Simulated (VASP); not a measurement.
# NaCl (P6_3/mmc) in VASP: notebook

The runs below take NaCl through single point, with r2SCAN.

Everything below comes from runs of VASP 6.6.1. Logs are shortened: lines on timing, memory, paths and dates and some standing lists are left out, and cuts for length are marked.

### 1 The cell of the first run

Symmetry: P6_3/mmc, No. 194, hexagonal system. The conventional cell has a = 3.892 Å, b = 3.892 Å, c = 6.737 Å, α = 90.00°, β = 90.00°, γ = 120.00°. Na (site symmetry -3m) has 6 Cl at 2.81 Å and 2 Na at 3.37 Å within 3.7 Å. Cl (site symmetry -6m2) has 6 Na at 2.81 Å within 3.7 Å.

### 2 Single point, r2SCAN

POSCAR

```
NaCl
1.0
    3.8922715770      0.0000000000      0.0000000000
   -1.9461357885      3.3708060641      0.0000000000
    0.0000000000      0.0000000000      6.7368165382
Na Cl
2 2
Direct
    0.0000000000      0.0000000000      0.0000000000
    0.0000000000      0.0000000000      0.5000000000
    0.3333333333      0.6666666667      0.2500000000
    0.6666666667      0.3333333333      0.7500000000
```

INCAR.step1

```
SYSTEM = NaCl
  PREC = Accurate
  ENCUT = 520
  ISMEAR = 0
  SIGMA = 0.01
  LREAL = .FALSE.
  LASPH = .TRUE.
  NELM = 80
  NBANDS = 22
  GGA = PE
  ALGO = Normal
  EDIFF = 1E-4
  LWAVE = .TRUE.
  LCHARG = .FALSE.
```

INCAR.step2

```
SYSTEM = NaCl
  PREC = Accurate
  ENCUT = 520
  EDIFF = 1E-6
  ISMEAR = 0
  SIGMA = 0.01
  LREAL = .FALSE.
  LASPH = .TRUE.
  NELM = 80
  ALGO = Normal
  ISIF = 2
  LWAVE = .FALSE.
  LCHARG = .FALSE.
  METAGGA = R2SCAN
  LMIXTAU = .TRUE.
  NBANDS = 22
  ISTART = 1
```

KPOINTS

```
regular mesh
0
G
  6 6 4
  0 0 0
```

Potentials or basis: VASP PAW PBE potentials, release 64 (Na_pv, Cl).

Launch:

```
> cat potpaw_PBE.64/Na_pv/POTCAR potpaw_PBE.64/Cl/POTCAR > POTCAR
> cp INCAR.step1 INCAR
> mpirun -np 1 vasp_std > vasp.out
> cp INCAR.step2 INCAR
> mpirun -np 1 vasp_std > vasp.out
```

OUTCAR:

```text
SYSTEM = NaCl
   PREC = Accurate
   ENCUT = 520
   EDIFF = 1E-6
   ISMEAR = 0
   LREAL = .FALSE.
   LASPH = .TRUE.
   NELM = 80
   ISIF = 2
   METAGGA = R2SCAN
   ISTART = 1

 ion  position               nearest neighbor table
   1  0.000  0.000  0.000-
   2  0.000  0.000  0.500-
   3  0.333  0.667  0.250-
   4  0.667  0.333  0.750-

  LATTYP: Found a hexagonal cell.
 ALAT       =     3.8922715770
 C/A-ratio  =     1.7308187276

  Lattice vectors:

 A1 = (   3.8922715770,   0.0000000000,   0.0000000000)
 A2 = (  -1.9461357885,   3.3708060641,   0.0000000000)
 A3 = (   0.0000000000,   0.0000000000,   6.7368165382)

Analysis of symmetry for initial positions (statically):
=====================================================================
 Subroutine PRICEL returns:
 Original cell was already a primitive cell.

 Routine SETGRP: Setting up the symmetry group for a
 hexagonal supercell.

 Subroutine GETGRP returns: Found 24 space group operations
 (whereof 12 operations were pure point group operations)
 out of a pool of 24 trial point group operations.

The static configuration has the point symmetry D_3d.
 The point group associated with its full space group is D_6h.

Analysis of symmetry for dynamics (positions and initial velocities):
=====================================================================
 Subroutine PRICEL returns:
 Original cell was already a primitive cell.

 Routine SETGRP: Setting up the symmetry group for a
 hexagonal supercell.

 Subroutine GETGRP returns: Found 24 space group operations
 (whereof 12 operations were pure point group operations)
 out of a pool of 24 trial point group operations.

The dynamic configuration has the point symmetry D_3d.
 The point group associated with its full space group is D_6h.

 Subroutine INISYM returns: Found 24 space group operations
 (whereof 12 operations are pure point group operations),
 and found     1 'primitive' translations

----------------------------------------------------------------------------------------

                                     Primitive cell

  volume of cell :      88.3877

  direct lattice vectors                    reciprocal lattice vectors
     3.892271577  0.000000000  0.000000000     0.256919380  0.148332473  0.000000000
    -1.946135788  3.370806064  0.000000000     0.000000000  0.296664946  0.000000000
     0.000000000  0.000000000  6.736816538     0.000000000  0.000000000  0.148438063

  length of vectors
     3.892271577  3.892271577  6.736816538     0.296664946  0.296664946  0.148438063

  position of ions in fractional coordinates (direct lattice)
     0.000000000  0.000000000  0.000000000
     0.000000000  0.000000000  0.500000000
     0.333333333  0.666666667  0.250000000
     0.666666667  0.333333333  0.750000000

  ion indices of the primitive-cell ions
   primitive index   ion index
                 1           1
                 2           2
                 3           3
                 4           4

----------------------------------------------------------------------------------------

 KPOINTS: regular mesh

Automatic generation of k-mesh.
 Grid dimensions read from file:
 generate k-points for:    6    6    4

 Generating k-lattice:

  Cartesian coordinates                     Fractional coordinates (reciprocal lattice)
     0.042819897  0.024722079  0.000000000     0.166666667  0.000000000  0.000000000
     0.000000000  0.049444158  0.000000000     0.000000000  0.166666667  0.000000000
     0.000000000  0.000000000  0.037109516     0.000000000  0.000000000  0.250000000

  Length of vectors
     0.049444158  0.049444158  0.037109516

  Shift w.r.t. Gamma in fractional coordinates (k-lattice)
     0.000000000  0.000000000  0.000000000

 Subroutine IBZKPT returns following result:
 ===========================================

 Found     21 irreducible k-points:

 Following reciprocal coordinates:
            Coordinates               Weight
  0.000000  0.000000  0.000000      1.000000
  0.166667  0.000000  0.000000      6.000000
  0.333333 -0.000000  0.000000      6.000000
  0.500000 -0.000000  0.000000      3.000000
  0.166667  0.166667  0.000000      6.000000
  0.333333  0.166667  0.000000     12.000000
[... 13 lines left out ...]
  0.333333  0.166667  0.500000     12.000000
  0.333333  0.333333  0.500000      2.000000
   k-points           NKPTS =     21   k-points in BZ     NKDIM =     21   number of bands    NBANDS=     22
   number of dos      NEDOS =    301   number of ions     NIONS =      4
   total plane-waves  NPLWV =  45000
   dimension x,y,z NGX =    30 NGY =   30 NGZ =   50
   dimension x,y,z NGXF=    60 NGYF=   60 NGZF=  100
   ions per type =               2   2
   NGX,Y,Z   is equivalent  to a cutoff of  12.81, 12.81, 12.34 a.u.
   NGXF,Y,Z  is equivalent  to a cutoff of  25.63, 25.63, 24.68 a.u.
 SYSTEM =  NaCl
   PREC   = accura    normal or accurate (medium, high low for compatibility)
   ISTART =      1    job   : 0-new  1-cont  2-samecut
   ICHARG =      0    charge: 1-file 2-atom 10-const
   ISPIN  =      1    spin polarized calculation?
   LNONCOLLINEAR =      F non collinear calculations
   LSORBIT =      F    spin-orbit coupling
   LASPH  =      T    aspherical Exc in radial PAW
   ENCUT  =  520.0 eV  38.22 Ry    6.18 a.u.   7.24  7.24 12.53*2*pi/ulx,y,z
   NELM   =     80;   NELMIN=  2; NELMDL=  0     # of ELM steps
   EDIFF  = 0.1E-05   stopping-criterion for ELM
   LREAL  =      F    real-space projection
   EDIFFG = 0.1E-04   stopping-criterion for IOM
   NSW    =      0    number of steps for IOM
   IBRION =     -1    ionic relax: 0-MD 1-quasi-New 2-CG
   NFREE  =      0    steps in history (QN), initial steepest desc. (CG)
   ISIF   =      2    stress and relaxation
   ISYM   =      2    0-nonsym 1-usesym 2-fastsym
   POTIM  = 0.5000    time-step for ionic-motion
   TEBEG  =    0.0;   TEEND  =   0.0 temperature during run
   PSTRESS=    0.0 pullay stress
   NELECT =      28.0000    total number of electrons
   NUPDOWN=      -1.0000    fix difference up-down
   EMIN   =  10.00;   EMAX   =-10.00  energy-range for DOS
   EFERMI =   0.00;   METHOD = LEGACY
   ISMEAR =     0;   SIGMA  =   0.01  broadening in eV -4-tet -1-fermi 0-gaus
   EFERMI_NEDOS =   21; number of points for ismear=-14 and -15
   IALGO  =     38    algorithm
   IMIX   =      4    mixing-type and parameters
     AMIX     =   0.40;   BMIX     =  1.00
     AMIX_MAG =   1.60;   BMIX_MAG =  1.00
  volume/ion in A,a.u.               =      22.10       149.12
  Fermi-wavevector in a.u.,A,eV,Ry     =   1.115999  2.108931 16.945414  1.245453
  Thomas-Fermi vector in A             =   2.252608
   LORBIT       =      0    0 simple, 1 ext, 2 COOP (PROOUT), +10 PAW based schemes
   METAGGA = R2SCAN    functional components
   LHFCALC =     F    Hartree Fock is set to
   AEXX    =    0.0000 exact exchange contribution
   IVDW    =     0    specifies the selected vdW correction
   LEPSILON=     F    determine dielectric tensor
   LRPA    =     F    only Hartree local field effects (RPA)
 non-spin polarized calculation
 Gauss-broadening in eV      SIGMA  =   0.01
  energy-cutoff  :      520.00
  volume of cell :       88.39
 maximum number of plane-waves:      2419
 NGX is ok and might be reduce to    30
   NGX = 15   NGY = 15   NGZ = 25

 number of electron      27.9999995 magnetization

 Free energy of the ion-electron system (eV)
  ---------------------------------------------------
  ext. energy  EPLUGINS =         0.00000000
  ---------------------------------------------------
  free energy    TOTEN  =       -27.47088757 eV

  energy without entropy =      -27.47088757  energy(sigma->0) =      -27.47088757

 E-fermi :  -0.9056     XC(G=0):  -8.7094

 val. band max:       -0.9924992473   @ k =   0.0000   0.0000   0.0000
 cond. band min:       4.8937270154   @ k =   0.0000   0.0000   0.0000
 fundamental gap:      5.8862262628
 Fermi energy:        -0.9056260223

 k-point     1 :       0.0000    0.0000    0.0000
  band No.  band energies     occupation
      1     -22.7011      2.00000
      2     -22.6471      2.00000
      3     -22.6469      2.00000
      4     -22.6408      2.00000
      5     -22.6406      2.00000
      6     -22.6383      2.00000
[... 14 lines left out ...]
     21      11.3921      0.00000
     22      11.3922      0.00000

 k-point     2 :       0.1667    0.0000    0.0000
  band No.  band energies     occupation
      1     -22.6981      2.00000
      2     -22.6539      2.00000
      3     -22.6483      2.00000
      4     -22.6454      2.00000
      5     -22.6418      2.00000
      6     -22.6376      2.00000
[... 14 lines left out ...]
     21      11.4745      0.00000
     22      11.6934      0.00000

 k-point     3 :       0.3333   -0.0000    0.0000
  band No.  band energies     occupation
      1     -22.6922      2.00000
      2     -22.6676      2.00000
      3     -22.6550      2.00000
      4     -22.6509      2.00000
      5     -22.6440      2.00000
      6     -22.6362      2.00000
[... 14 lines left out ...]
     21      11.1024      0.00000
     22      12.9909      0.00000

 k-point     4 :       0.5000   -0.0000    0.0000
  band No.  band energies     occupation
      1     -22.6895      2.00000
      2     -22.6741      2.00000
      3     -22.6598      2.00000
      4     -22.6522      2.00000
      5     -22.6450      2.00000
      6     -22.6355      2.00000
[... 14 lines left out ...]
     21      10.8787      0.00000
     22      14.5402      0.00000

 k-point     5 :       0.1667    0.1667    0.0000
  band No.  band energies     occupation
      1     -22.6935      2.00000
      2     -22.6629      2.00000
      3     -22.6516      2.00000
      4     -22.6516      2.00000
      5     -22.6444      2.00000
      6     -22.6365      2.00000
[... 14 lines left out ...]
     21      11.0919      0.00000
     22      12.0052      0.00000

 k-point     6 :       0.3333    0.1667    0.0000
  band No.  band energies     occupation
      1     -22.6891      2.00000
      2     -22.6707      2.00000
      3     -22.6572      2.00000
      4     -22.6560      2.00000
      5     -22.6476      2.00000
      6     -22.6355      2.00000
[... 14 lines left out ...]
     21      10.6981      0.00000
     22      13.4021      0.00000

 k-point     7 :       0.3333    0.3333    0.0000
  band No.  band energies     occupation
      1     -22.6874      2.00000
      2     -22.6655      2.00000
      3     -22.6653      2.00000
      4     -22.6539      2.00000
      5     -22.6537      2.00000
      6     -22.6351      2.00000
[... 249 lines left out ...]
      6     -22.6474      2.00000
[... 14 lines left out ...]
     21      12.1316      0.00000
     22      12.1316      0.00000

 k-point    18 :       0.5000   -0.0000    0.5000
  band No.  band energies     occupation
      1     -22.6677      2.00000
      2     -22.6677      2.00000
      3     -22.6617      2.00000
      4     -22.6617      2.00000
      5     -22.6486      2.00000
      6     -22.6486      2.00000
[... 14 lines left out ...]
     21      12.1139      0.00000
     22      12.1139      0.00000

 k-point    19 :       0.1667    0.1667    0.5000
  band No.  band energies     occupation
      1     -22.6659      2.00000
      2     -22.6659      2.00000
      3     -22.6566      2.00000
      4     -22.6566      2.00000
      5     -22.6480      2.00000
      6     -22.6480      2.00000
[... 14 lines left out ...]
     21      11.7121      0.00000
     22      11.7121      0.00000

 k-point    20 :       0.3333    0.1667    0.5000
  band No.  band energies     occupation
      1     -22.6650      2.00000
      2     -22.6650      2.00000
      3     -22.6614      2.00000
      4     -22.6614      2.00000
      5     -22.6516      2.00000
      6     -22.6516      2.00000
[... 14 lines left out ...]
     21      11.4923      0.00000
     22      11.4923      0.00000

 k-point    21 :       0.3333    0.3333    0.5000
  band No.  band energies     occupation
      1     -22.6613      2.00000
      2     -22.6613      2.00000
      3     -22.6613      2.00000
      4     -22.6613      2.00000
      5     -22.6579      2.00000
      6     -22.6579      2.00000
[... 14 lines left out ...]
     21      11.2812      0.00000
     22      11.2812      0.00000

------------------------ aborting loop because EDIFF is reached ----------------------------------------

  FORCE on cell =-STRESS in cart. coord.  units (eV):
  Direction    XX          YY          ZZ          XY          YZ          ZX
  --------------------------------------------------------------------------------------
  -------------------------------------------------------------------------------------
  Total       -0.0822999     -0.0822999     -0.1440159      0.0000000      0.0000000      0.0000000
  in kB       -1.4918269     -1.4918269     -2.6105352      0.0000000      0.0000000      0.0000000
  external PRESSURE =      -1.8647296 kB  Pullay stress =       0.0000000 kB

 VOLUME and BASIS-vectors are now :
 -----------------------------------------------------------------------------
  energy-cutoff  :      520.00
  volume of cell :       88.39
      direct lattice vectors                 reciprocal lattice vectors
     3.892271577  0.000000000  0.000000000     0.256919380  0.148332473  0.000000000
    -1.946135788  3.370806064  0.000000000     0.000000000  0.296664946  0.000000000
     0.000000000  0.000000000  6.736816538     0.000000000  0.000000000  0.148438063

 POSITION                                       TOTAL-FORCE (eV/Angst)
 -----------------------------------------------------------------------------------
      0.00000      0.00000      0.00000        -0.000000      0.000000      0.000000
      0.00000      0.00000      3.36841         0.000000      0.000000      0.000000
     -0.00000      2.24720      1.68420        -0.000000      0.000000     -0.000000
      1.94614      1.12360      5.05261         0.000000     -0.000000     -0.000000
 -----------------------------------------------------------------------------------
    total drift:                               -0.000000      0.000000     -0.000000

  FREE ENERGIE OF THE ION-ELECTRON SYSTEM (eV)
  ---------------------------------------------------
  free  energy   TOTEN  =       -27.4708875696 eV

  energy  without entropy=      -27.4708875696  energy(sigma->0) =      -27.47088757
```

Wall time 3.3 min (1 thread of Intel Xeon Platinum 8375C at 2.90GHz (Ice Lake), shared host); peak memory 0.21 GiB.

Results:

- Free energy: -27.4709 eV
- Pressure: -0.2 GPa
- Band gap on the k mesh: 5.89 eV

Stress tensor (GPa, compression positive):
```
-0.15  0.00  0.00
 0.00 -0.15  0.00
 0.00  0.00 -0.26
```

Caveat: the PAW data sets were made with another functional, which shifts forces and pressure a little. A k mesh can miss the band edges.

[end of part 1 of 2]
